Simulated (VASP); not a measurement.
# CsSnI3 (Pm-3m) in VASP: a series of runs, part 2 of 2

VASP 6.6.1. The steps go on from the part before.

## Step 4: Single point, PBE

This run uses another cell than the first one, of 50.01 Å³/atom.

Input file INCAR:

```
PREC = Accurate
ENCUT = 520
EDIFF = 1E-6
ISMEAR = -1
SIGMA = 0.02
LREAL = False
LASPH = True
NELM = 80
ALGO = Normal
ISIF = 2
LWAVE = False
LCHARG = False
GGA = PE
NBANDS = 30
```

Input file KPOINTS:

```
Automatic mesh
0
Gamma
  4 4 4
```

Input file POSCAR:

```
CsSnI3
1.0
    6.2998350287      0.0000000000      0.0000000000
    0.0000000000      6.2998350287      0.0000000000
    0.0000000000      0.0000000000      6.2998350287
Cs Sn I
1 1 3
Direct
    0.0000000000      0.0000000000      0.0000000000
    0.5000000000      0.5000000000      0.5000000000
    0.0000000000      0.5000000000      0.5000000000
    0.5000000000      0.0000000000      0.5000000000
    0.5000000000      0.5000000000      0.0000000000
```

Potentials or basis: VASP PAW PBE potentials, release 64 (Cs_sv, Sn_d, I).

Launch:

```bash
cat potpaw_PBE.64/Cs_sv/POTCAR potpaw_PBE.64/Sn_d/POTCAR potpaw_PBE.64/I/POTCAR > POTCAR
mpirun -np 1 vasp_std > vasp.out
```

OUTCAR:

```text
PREC = Accurate
   ENCUT = 520
   EDIFF = 1E-6
   ISMEAR = -1
   LREAL = False
   LASPH = True
   NELM = 80
   ISIF = 2
   GGA = PE

 ion  position               nearest neighbor table
   1  0.000  0.000  0.000-
   2  0.500  0.500  0.500-   3 3.15   4 3.15   5 3.15   5 3.15   4 3.15   3 3.15
   3  0.000  0.500  0.500-   2 3.15   2 3.15
   4  0.500  0.000  0.500-   2 3.15   2 3.15
   5  0.500  0.500  0.000-   2 3.15   2 3.15

  LATTYP: Found a simple cubic cell.
 ALAT       =     6.2998350287

  Lattice vectors:

 A1 = (   6.2998350287,   0.0000000000,   0.0000000000)
 A2 = (   0.0000000000,   6.2998350287,   0.0000000000)
 A3 = (   0.0000000000,   0.0000000000,   6.2998350287)

Analysis of symmetry for initial positions (statically):
=====================================================================
 Subroutine PRICEL returns:
 Original cell was already a primitive cell.

 Routine SETGRP: Setting up the symmetry group for a
 simple cubic supercell.

 Subroutine GETGRP returns: Found 48 space group operations
 (whereof 48 operations were pure point group operations)
 out of a pool of 48 trial point group operations.

The static configuration has the point symmetry O_h .

Analysis of symmetry for dynamics (positions and initial velocities):
=====================================================================
 Subroutine PRICEL returns:
 Original cell was already a primitive cell.

 Routine SETGRP: Setting up the symmetry group for a
 simple cubic supercell.

 Subroutine GETGRP returns: Found 48 space group operations
 (whereof 48 operations were pure point group operations)
 out of a pool of 48 trial point group operations.

The dynamic configuration has the point symmetry O_h .

 Subroutine INISYM returns: Found 48 space group operations
 (whereof 48 operations are pure point group operations),
 and found     1 'primitive' translations

[... 102 lines left out ...]
   IALGO  =     38    algorithm
   IMIX   =      4    mixing-type and parameters
     AMIX     =   0.40;   BMIX     =  1.00
     AMIX_MAG =   1.60;   BMIX_MAG =  1.00
  volume/ion in A,a.u.               =      50.01       337.45
  Fermi-wavevector in a.u.,A,eV,Ry     =   0.917409  1.733652 11.451209  0.841640
  Thomas-Fermi vector in A             =   2.042375
   LORBIT       =      0    0 simple, 1 ext, 2 COOP (PROOUT), +10 PAW based schemes
   GGA     = PE    functional components
   LHFCALC =     F    Hartree Fock is set to
   AEXX    =    0.0000 exact exchange contribution
   IVDW    =     0    specifies the selected vdW correction
   LEPSILON=     F    determine dielectric tensor
   LRPA    =     F    only Hartree local field effects (RPA)
 non-spin polarized calculation
  energy-cutoff  :      520.00
  volume of cell :      250.03
 maximum number of plane-waves:      6776
 NGX is ok and might be reduce to    48
   NGX = 23   NGY = 23   NGZ = 23

 number of electron      43.9999985 magnetization

 Free energy of the ion-electron system (eV)
  ---------------------------------------------------
  ext. energy  EPLUGINS =         0.00000000
  ---------------------------------------------------
  free energy    TOTEN  =       -13.97488880 eV

  energy without entropy =      -13.97488868  energy(sigma->0) =      -13.97488874

 E-fermi :   2.5849     XC(G=0):  -7.3393

 val. band max:        2.3484784800   @ k =   0.5000   0.5000   0.5000
 cond. band min:       2.8432475006   @ k =   0.5000   0.5000   0.5000
 fundamental gap:      0.4947690205
 Fermi energy:         2.5848750715

 k-point     1 :       0.0000    0.0000    0.0000
  band No.  band energies     occupation
      1     -19.7889      2.00000
      2     -19.6563      2.00000
      3     -19.6563      2.00000
      4     -19.6420      2.00000
      5     -19.6420      2.00000
      6     -19.6420      2.00000
[... 319 lines left out ...]
     29       6.5632      0.00000
     30       7.7077      0.00000

------------------------ aborting loop because EDIFF is reached ----------------------------------------

  FORCE on cell =-STRESS in cart. coord.  units (eV):
  Direction    XX          YY          ZZ          XY          YZ          ZX
  --------------------------------------------------------------------------------------
  -------------------------------------------------------------------------------------
  Total        0.0396741      0.0396741      0.0396741      0.0000000     -0.0000000      0.0000000
  in kB        0.2542321      0.2542321      0.2542321      0.0000000     -0.0000000      0.0000000
  external PRESSURE =       0.2542321 kB  Pullay stress =       0.0000000 kB

 VOLUME and BASIS-vectors are now :
 -----------------------------------------------------------------------------
  energy-cutoff  :      520.00
  volume of cell :      250.03
      direct lattice vectors                 reciprocal lattice vectors
     6.299835029  0.000000000  0.000000000     0.158734315  0.000000000  0.000000000
     0.000000000  6.299835029  0.000000000     0.000000000  0.158734315  0.000000000
     0.000000000  0.000000000  6.299835029     0.000000000  0.000000000  0.158734315

 POSITION                                       TOTAL-FORCE (eV/Angst)
 -----------------------------------------------------------------------------------
      0.00000      0.00000      0.00000         0.000000      0.000000      0.000000
      3.14992      3.14992      3.14992         0.000000      0.000000      0.000000
      0.00000      3.14992      3.14992         0.000000      0.000000      0.000000
      3.14992      0.00000      3.14992         0.000000      0.000000      0.000000
      3.14992      3.14992      0.00000         0.000000      0.000000      0.000000
 -----------------------------------------------------------------------------------
    total drift:                                0.000000     -0.000000     -0.000000

  FREE ENERGIE OF THE ION-ELECTRON SYSTEM (eV)
  ---------------------------------------------------
  free  energy   TOTEN  =       -13.9748888005 eV

  energy  without entropy=      -13.9748886776  energy(sigma->0) =      -13.97488874
```

stdout:

```text
POSCAR found type information on POSCAR CsSnI
 POSCAR found :  3 types and       5 ions
 scaLAPACK will be used
 LDA part: xc-table for (Slater+PW92), standard interpolation
 POSCAR, INCAR and KPOINTS ok, starting setup
 FFT: planning ... GRIDC
 FFT: planning ... GRID_SOFT
 FFT: planning ... GRID
 WAVECAR not read
 entering main loop
```

It took 62 s on 1 thread of Intel Xeon Platinum 8375C at 2.90GHz (Ice Lake), shared host; peak memory 0.35 GiB.

Results:

| Property | Result |
| --- | --- |
| Free energy | -13.9749 eV |
| Pressure | 0.0 GPa |
| Band gap on the k mesh | 0.49 eV |

Caveat: semilocal functionals underestimate gaps, and a narrow one can read as zero; spin-orbit coupling is left out, which moves the levels of the heavy elements. A k mesh can miss the band edges.

## Step 5: Overview

```csv
level,potentials or basis,cell,smearing,gap on the mesh (eV),pressure (GPa)
PBE,"VASP PAW PBE potentials, release 64 (Cs_sv, Sn_d, I)","a = 6.241 Å, 5 atoms",fermi-dirac 0.02 eV,0.38,0.5
LDA,"VASP PAW LDA potentials, release 64 (Cs_sv, Sn_d, I)","a = 6.241 Å, 5 atoms",gaussian 0.01 eV,0.33,-1.5
PBE,"VASP PAW PBE potentials, release 64 (Cs_sv, Sn_d, I)","a = 6.300 Å, 5 atoms",fermi-dirac 0.02 eV,0.49,0.0
```

Alike in all rows: task single point; no spin polarisation; k mesh 4 × 4 × 4; cutoff (eV) 520.

Caveats: semilocal functionals underestimate gaps, and a narrow one can read as zero; spin-orbit coupling is left out, which moves the levels of the heavy elements.

Total energies depend on the potentials used, so only differences within one code and one set of settings carry meaning.
